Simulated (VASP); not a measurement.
Ni: single point with PBE

Ni:

```
Ni
1.0
     3.55160    1.77580    1.77580
     1.77580    3.55160    1.77580
     1.77580    1.77580    3.55160
Ni
2
Direct
  0.00000 0.00000 0.00000
  0.50000 0.50000 0.50000
```

| Property | Result |
| --- | --- |
| Program | VASP 6.6.1 |
| Task | single point |
| Functional | PBE |
| Potentials or basis | VASP PAW PBE potentials, release 64 (Ni) |
| Cutoff | 520 eV |
| k mesh | 11 × 11 × 11 |
| Occupations | fermi-dirac, width 0.1 eV |
| Spin | collinear spin, antiferromagnetic start |
| Starting moments | [2.0, -2.0] μB |
| Dipole correction | no |
| Further INCAR settings | ALGO = Normal; EDIFF = 1e-06; NBANDS = 21 |

```json
{
  "Pressure": "-5.7 GPa",
  "Band gap on the k mesh": "zero (filled and empty bands overlap)",
  "Net moment": "0.00 μB per cell",
  "Valence electrons inside the program's atomic spheres": "Ni 9.26"
}
```

Stress tensor (GPa, compression positive):
```
-5.67 -0.08 -0.08
-0.08 -5.67 -0.08
-0.08 -0.08 -5.67
```

Levels at points of the mesh, in eV from the Fermi level:
Spin up:
```
           k point  band 8  band 9  band 10  band 11  band 12  band 13
(0.00, 0.00, 0.00)   -0.74   -0.74    -0.09    -0.04    -0.04     5.85
```
Spin down:
```tsv
k point	band 8	band 9	band 10	band 11	band 12	band 13
(0.00, 0.00, 0.00)	-0.74	-0.74	-0.09	-0.04	-0.04	5.85
```

Wall time 3.3 min on 1 thread of Intel(R) Xeon(R) Platinum 8488C (Sapphire Rapids), on a shared host, peak memory 0.27 GiB.

Caveat: the cell stands under tension; the moments typed at the start vanished in this run.
